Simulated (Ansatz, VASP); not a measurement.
**Two plane-wave programs on SnO**

Contents of INCAR:

```
  PREC = Accurate
  ENCUT = 600
  EDIFF = 1E-6
  ISMEAR = -1
  SIGMA = 0.02
  LREAL = F
  LASPH = T
  NELM = 120
  ALGO = Normal
  ISIF = 2
  LWAVE = F
  LCHARG = T
  GGA = PE
  LELF = T
  LVHAR = T
  NBANDS = 28
  GGA_COMPAT = F
```

KPOINTS

```
regular mesh
0
Gamma
  6 6 6
```

File POSCAR:

```
SnO
1.0
    3.8305139423      0.0000000000      0.0000000000
    0.0000000000      3.8305139423      0.0000000000
    0.0000000000      0.0000000000      4.8059711001
Sn O
2 2
Direct
    0.0000000000      0.5000000000      0.2364286208
    0.5000000000      0.0000000000      0.7635713792
    0.5000000000      0.5000000000      0.0000000000
    0.0000000000      0.0000000000      0.0000000000
```

Input for Ansatz:

```yaml
crystal:
  lattice:
    - [3.8305139423, 0.0, 0.0]
    - [0.0, 3.8305139423, 0.0]
    - [0.0, 0.0, 4.8059711001]
  atoms:
    - { symbol: Sn, position: [0.0, 0.5, 0.2364286208] }
    - { symbol: Sn, position: [0.5, 0.0, 0.7635713792] }
    - { symbol: O, position: [0.5, 0.5, 0.0] }
    - { symbol: O, position: [0.0, 0.0, 0.0] }
kpoints:
  mp_grid: { grid: [6, 6, 6] }
  band_path:
    path:
      - [0.0, 0.0, 0.0]
      - [0.0, 0.5, 0.0]
      - [0.5, 0.5, 0.0]
      - [0.0, 0.0, 0.5]
      - [0.0, 0.5, 0.5]
      - [0.5, 0.5, 0.5]
      - [-0.072917, -0.072917, 0.0]
    npoints: 1
hamiltonian:
  xc: pbe
scf:
  occupations: { method: fermi_dirac, width: 0.02 }
  n_extra_bands: 5
output:
  forces: true
  stress: true
  eigenvalues: true
```

Change from the starting cell: hydrostatic strain +1.0%.

Alike in both runs: task single point; functional PBE; k mesh 6 × 6 × 6; occupations fermi-dirac, width 0.02 eV; no spin polarisation.

```csv
,VASP,Ansatz
version,VASP 6.6.1,Ansatz 0.2.0
potentials or method,"VASP PAW PBE potentials, release 64 (Sn_d, O)","plane waves, PAW"
plane-wave cutoff (eV),600,420
valence electrons in the cell,40,40
```

```tsv
	VASP	Ansatz	Ansatz less VASP
pressure (GPa)	3.9	3.7	-0.17
traceless stress, the component that is largest in VASP (GPa)	0.14	0.13	-0.013
rms of the force components (eV/Å)	0.225	0.191	-0.0340
```

Atom by atom the forces differ by 0.034 eV/Å (rms over components).
